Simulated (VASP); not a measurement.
Input of a VASP 6.6.1 run:

The input INCAR:

```
SYSTEM = BAs
ALGO = Normal ; EDIFF = 1E-6
EDIFFG = -0.01 ; ENCUT = 600
GGA = PE ; IBRION = 2
ISIF = 3 ; ISMEAR = 0
LASPH = .TRUE. ; LCHARG = .FALSE.
LREAL = .FALSE. ; LWAVE = .FALSE.
NELM = 60 ; NSW = 100
PREC = Accurate ; SIGMA = 0.1
```

The input KPOINTS:

```
k-points
0
G
  20 20 20
  0 0 0
```

Contents of POSCAR:

```
BAs
1.0
    0.0000000000      2.3080334413      2.3080334413
    2.3080334413      0.0000000000      2.3080334413
    2.3080334413      2.3080334413      0.0000000000
B As
1 1
Direct
    0.0000000000      0.0000000000      0.0000000000
    0.5000000000      0.5000000000      0.5000000000
```

Potentials or basis: VASP PAW PBE potentials, release 64 (B, As).

Command:

```bash
$ cat potpaw_PBE.64/B/POTCAR potpaw_PBE.64/As/POTCAR > POTCAR
$ mpirun -np 1 vasp_std > vasp.out
```

Task: Estimate the band gap on the k mesh.

Result: Zero (band 4 reaches 8.83 eV, above the bottom of band 5 at 3.86 eV).

Final structure:
```yaml
crystal:
  lattice:
    - [0.00000, 2.30803, 2.30803]
    - [2.30803, 0.00000, 2.30803]
    - [2.30803, 2.30803, 0.00000]
  atoms:
    - { symbol: B, position: [0.00000, 0.00000, 0.00000] }
    - { symbol: As, position: [0.50000, 0.50000, 0.50000] }
```

Caveat: the relaxation stopped at its first step, so nothing moved.
